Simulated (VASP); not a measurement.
Here is a VASP 6.6.1 calculation.

Contents of INCAR:

```
SYSTEM = Na
PREC = Accurate ; ENCUT = 520
EDIFF = 1E-7 ; ISMEAR = -1
SIGMA = 0.05 ; LREAL = .False.
LASPH = .True. ; NELM = 100
ALGO = Normal ; ISIF = 2
LWAVE = .False. ; LCHARG = .False.
GGA = PS ; NBANDS = 10
```

KPOINTS

```
regular mesh
0
Gamma
  12 12 12
  0 0 0
```

Contents of POSCAR:

```
Na
1.0
   -2.1598500000      2.1175000000      2.1175000000
    2.1175000000     -2.1598500000      2.1175000000
    2.1175000000      2.1175000000     -2.1598500000
Na
1
Direct
    0.0000000000      0.0000000000      0.0000000000
```

Potentials or basis: VASP PAW PBE potentials, release 64 (Na_pv).

Command:

```sh
$ cat potpaw_PBE.64/Na_pv/POTCAR > POTCAR
$ mpirun -np 1 vasp_std > vasp.out
```

Question: What does it give for the pressure?

Answer: -0.3 GPa.

Stress tensor (GPa, compression positive):
```
-0.32  0.09  0.09
 0.09 -0.32  0.09
 0.09  0.09 -0.32
```

Caveat: the cell differs from its parent crystal (equal xy, yz and zx shear strains of -2 %); the PAW data sets were made with another functional, which shifts forces and pressure a little.
